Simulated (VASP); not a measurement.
# AlN (I-4m2) in VASP: further runs

The runs below take AlN through single point, with PBE.

All numbers are computed with VASP 6.6.1; they aren't measurements. Logs are shortened: lines on timing, memory, paths and dates and some standing lists are left out, and cuts for length are marked.

## Step 1: The cell of the first run

The structure is tetragonal, space group I-4m2 (No. 119). Conventional cell: a = 3.027 Å, b = 3.027 Å, c = 4.370 Å, α = 90.00°, β = 90.00°, γ = 90.00°. Al (site symmetry -4m2) has 4 N at 1.87 Å within 2.5 Å. N (site symmetry -4m2) has 4 Al at 1.87 Å within 2.5 Å.

## Step 2: Single point, PBE (biaxial xy strain -2.0%)

INCAR reads:

```
SYSTEM = AlN
PREC     = Accurate       ! precision mode
ENCUT    = 520            ! plane-wave cutoff, eV
EDIFF    = 1E-7           ! SCF threshold, eV
ISMEAR   = -1             ! smearing method
SIGMA    = 0.02           ! smearing width, eV
LREAL    = .False.        ! projectors in reciprocal space
LASPH    = .True.         ! aspherical terms in the spheres
NELM     = 80             ! most SCF steps
ALGO     = Normal         ! electronic algorithm
ISIF     = 2              ! what is computed and relaxed
LWAVE    = .False.        ! write WAVECAR
LCHARG   = .True.         ! write CHGCAR
GGA      = PE             ! functional
LELF     = .True.         ! ELF
LVHAR    = .True.       
NBANDS   = 11             ! bands
```

KPOINTS reads:

```
regular mesh
0
Gamma
  10 10 10
  0 0 0
```

POSCAR reads:

```
AlN
1.0
    0.0000000000      2.1403049418      2.1848764208
    2.1403049418      0.0000000000      2.1848764208
    2.1403049418      2.1403049418      0.0000000000
Al N
1 1
Direct
    0.0000000000      0.0000000000      0.0000000000
    0.2500000000      0.2500000000      0.2500000000
```

Potentials or basis: VASP PAW PBE potentials, release 64 (Al, N).

On the command line:

```console
$ cat potpaw_PBE.64/Al/POTCAR potpaw_PBE.64/N/POTCAR > POTCAR
$ mpirun -np 1 vasp_std > vasp.out
```

OUTCAR:

```text
SYSTEM = AlN
   PREC = Accurate
   ENCUT = 520
   EDIFF = 1E-7
   ISMEAR = -1
   LREAL = .False.
   LASPH = .True.
   NELM = 80
   ISIF = 2
   GGA = PE

 ion  position               nearest neighbor table
   1  0.000  0.000  0.000-   2 1.87   2 1.87   2 1.87   2 1.87
   2  0.250  0.250  0.250-   1 1.87   1 1.87   1 1.87   1 1.87

  LATTYP: Found a body centered tetragonal cell.
 ALAT       =     3.0268482763
 C/A-ratio  =     1.4436643144

  Lattice vectors:

 A1 = (  -2.1403049418,   0.0000000000,   2.1848764208)
 A2 = (   2.1403049418,   0.0000000000,   2.1848764208)
 A3 = (   0.0000000000,   2.1403049418,  -2.1848764208)

Analysis of symmetry for initial positions (statically):
=====================================================================
 Subroutine PRICEL returns:
 Original cell was already a primitive cell.

 Routine SETGRP: Setting up the symmetry group for a
 body centered tetragonal supercell.

 Subroutine GETGRP returns: Found  8 space group operations
 (whereof  8 operations were pure point group operations)
 out of a pool of 16 trial point group operations.

The static configuration has the point symmetry D_2d.

Analysis of symmetry for dynamics (positions and initial velocities):
=====================================================================
 Subroutine PRICEL returns:
 Original cell was already a primitive cell.

 Routine SETGRP: Setting up the symmetry group for a
 body centered tetragonal supercell.

 Subroutine GETGRP returns: Found  8 space group operations
 (whereof  8 operations were pure point group operations)
 out of a pool of 16 trial point group operations.

The dynamic configuration has the point symmetry D_2d.

 Subroutine INISYM returns: Found  8 space group operations
 (whereof  8 operations are pure point group operations),
 and found     1 'primitive' translations

----------------------------------------------------------------------------------------

                                     Primitive cell

  volume of cell :      20.0174

  direct lattice vectors                    reciprocal lattice vectors
     0.000000000  2.140304942  2.184876421    -0.233611571  0.233611571  0.228845895
     2.140304942  0.000000000  2.184876421     0.233611571 -0.233611571  0.228845895
     2.140304942  2.140304942  0.000000000     0.233611571  0.233611571 -0.228845895

  length of vectors
[... 81 lines left out ...]
   NELM   =     80;   NELMIN=  2; NELMDL= -5     # of ELM steps
   EDIFF  = 0.1E-06   stopping-criterion for ELM
   LREAL  =      F    real-space projection
   EDIFFG = 0.1E-05   stopping-criterion for IOM
   NSW    =      0    number of steps for IOM
   IBRION =     -1    ionic relax: 0-MD 1-quasi-New 2-CG
   NFREE  =      0    steps in history (QN), initial steepest desc. (CG)
   ISIF   =      2    stress and relaxation
   ISYM   =      2    0-nonsym 1-usesym 2-fastsym
   POTIM  = 0.5000    time-step for ionic-motion
   TEBEG  =    0.0;   TEEND  =   0.0 temperature during run
   PSTRESS=    0.0 pullay stress
   NELECT =       8.0000    total number of electrons
   NUPDOWN=      -1.0000    fix difference up-down
   EMIN   =  10.00;   EMAX   =-10.00  energy-range for DOS
   EFERMI =   0.00;   METHOD = LEGACY
   ISMEAR =    -1;   SIGMA  =   0.02  broadening in eV -4-tet -1-fermi 0-gaus
   EFERMI_NEDOS =   21; number of points for ismear=-14 and -15
   IALGO  =     38    algorithm
   IMIX   =      4    mixing-type and parameters
     AMIX     =   0.40;   BMIX     =  1.00
     AMIX_MAG =   1.60;   BMIX_MAG =  1.00
  volume/ion in A,a.u.               =      10.01        67.54
  Fermi-wavevector in a.u.,A,eV,Ry     =   1.205874  2.278772 19.784684  1.454133
  Thomas-Fermi vector in A             =   2.341558
   LORBIT       =      0    0 simple, 1 ext, 2 COOP (PROOUT), +10 PAW based schemes
   GGA     = PE    functional components
   LHFCALC =     F    Hartree Fock is set to
   AEXX    =    0.0000 exact exchange contribution
   IVDW    =     0    specifies the selected vdW correction
   LEPSILON=     F    determine dielectric tensor
   LRPA    =     F    only Hartree local field effects (RPA)
 non-spin polarized calculation
  energy-cutoff  :      520.00
  volume of cell :       20.02
 maximum number of plane-waves:       552
   NGX = 11   NGY = 11   NGZ = 11

 number of electron       7.9999999 magnetization

 Free energy of the ion-electron system (eV)
  ---------------------------------------------------
  ext. energy  EPLUGINS =         0.00000000
  ---------------------------------------------------
  free energy    TOTEN  =       -14.79160083 eV

  energy without entropy =      -14.79160083  energy(sigma->0) =      -14.79160083

 E-fermi :   6.8362     XC(G=0): -11.1099

 val. band max:        6.3860370817   @ k =   0.0000   0.0000   0.0000
 cond. band min:       9.6615619355   @ k =   0.5000   0.0000   0.5000
 fundamental gap:      3.2755248538
 Fermi energy:         6.8361731841

 k-point     1 :       0.0000    0.0000    0.0000
  band No.  band energies     occupation
      1      -8.8616      2.00000
      2       6.2953      2.00000
      3       6.3860      2.00000
      4       6.3860      2.00000
      5      10.9084      0.00000
      6      19.3118      0.00000
      7      19.3118      0.00000
      8      19.3310      0.00000
      9      23.9935      0.00000
     10      24.7140      0.00000
     11      25.3296      0.00000
[... 309 lines left out ...]
 k-point    24 :       0.4000    0.3000    0.0000
  band No.  band energies     occupation
      1      -6.7906      2.00000
      2       2.0549      2.00000
      3       4.6709      2.00000
      4       5.0230      2.00000
      5      11.3721      0.00000
      6      16.3428      0.00000
      7      18.8746      0.00000
      8      21.5191      0.00000
      9      22.0180      0.00000
     10      28.3007      0.00000
     11      30.5859      0.00000

 [... further k-points ...]
[... 5 lines left out ...]
  --------------------------------------------------------------------------------------
  -------------------------------------------------------------------------------------
  Total        1.8280383      1.8280383      1.4788696      0.0000000      0.0000000      0.0000000
  in kB      146.3146105    146.3146105    118.3674500      0.0000000      0.0000000      0.0000000
  external PRESSURE =     136.9988903 kB  Pullay stress =       0.0000000 kB

 VOLUME and BASIS-vectors are now :
 -----------------------------------------------------------------------------
  energy-cutoff  :      520.00
  volume of cell :       20.02
      direct lattice vectors                 reciprocal lattice vectors
     0.000000000  2.140304942  2.184876421    -0.233611571  0.233611571  0.228845895
     2.140304942  0.000000000  2.184876421     0.233611571 -0.233611571  0.228845895
     2.140304942  2.140304942  0.000000000     0.233611571  0.233611571 -0.228845895

 POSITION                                       TOTAL-FORCE (eV/Angst)
 -----------------------------------------------------------------------------------
      0.00000      0.00000      0.00000        -0.000000     -0.000000     -0.000000
      1.07015      1.07015      1.09244         0.000000      0.000000      0.000000
 -----------------------------------------------------------------------------------
    total drift:                                0.000000      0.000000      0.000000

  FREE ENERGIE OF THE ION-ELECTRON SYSTEM (eV)
  ---------------------------------------------------
  free  energy   TOTEN  =       -14.7916008328 eV

  energy  without entropy=      -14.7916008328  energy(sigma->0) =      -14.79160083
```

OSZICAR:

```text
N       E                     dE             d eps       ncg     rms          rms(c)
DAV:   1     0.110410625967E+02    0.11041E+02   -0.38610E+03  2300   0.609E+02
DAV:   2    -0.164147326947E+02   -0.27456E+02   -0.26732E+02  2689   0.141E+02
DAV:   3    -0.172471291507E+02   -0.83240E+00   -0.83144E+00  2753   0.232E+01
DAV:   4    -0.172515160166E+02   -0.43869E-02   -0.43866E-02  2613   0.182E+00
DAV:   5    -0.172515693131E+02   -0.53296E-04   -0.53296E-04  2730   0.192E-01    0.882E+00
DAV:   6    -0.148056245515E+02    0.24459E+01   -0.11731E+01  2646   0.174E+01    0.288E+00
DAV:   7    -0.147980709330E+02    0.75536E-02   -0.19554E-01  2556   0.335E+00    0.212E+00
DAV:   8    -0.147928831907E+02    0.51877E-02   -0.26933E-02  2490   0.155E+00    0.573E-01
DAV:   9    -0.147915460943E+02    0.13371E-02   -0.38438E-03  2709   0.369E-01    0.233E-01
DAV:  10    -0.147915867454E+02   -0.40651E-04   -0.35780E-04  2508   0.124E-01    0.281E-02
DAV:  11    -0.147916008148E+02   -0.14069E-04   -0.12874E-05  2625   0.273E-02    0.147E-02
DAV:  12    -0.147916008328E+02   -0.18019E-07   -0.19195E-07  2658   0.355E-03
   1 F= -.14791601E+02 E0= -.14791601E+02  d E =-.114913E-11
```

stdout:

```text
POSCAR found type information on POSCAR AlN
 POSCAR found :  2 types and       2 ions
 scaLAPACK will be used
 LDA part: xc-table for (Slater+PW92), standard interpolation
 POSCAR, INCAR and KPOINTS ok, starting setup
 FFT: planning ... GRIDC
 FFT: planning ... GRID_SOFT
 FFT: planning ... GRID
 WAVECAR not read
 entering main loop
```

Wall time 11 s (1 thread of AMD EPYC 9R45 (Zen 5), shared host); peak memory 0.11 GiB.

What came out:

```yaml
Free_energy: -14.7916 eV
Pressure: 13.7 GPa
Band_gap_on_the_k_mesh: 3.28 eV, indirect (least direct gap 4.52 eV)
```

Caveat: the cell differs from its parent crystal (biaxial xy strain -2.0%).

(Part 1 of 2 ends here.)
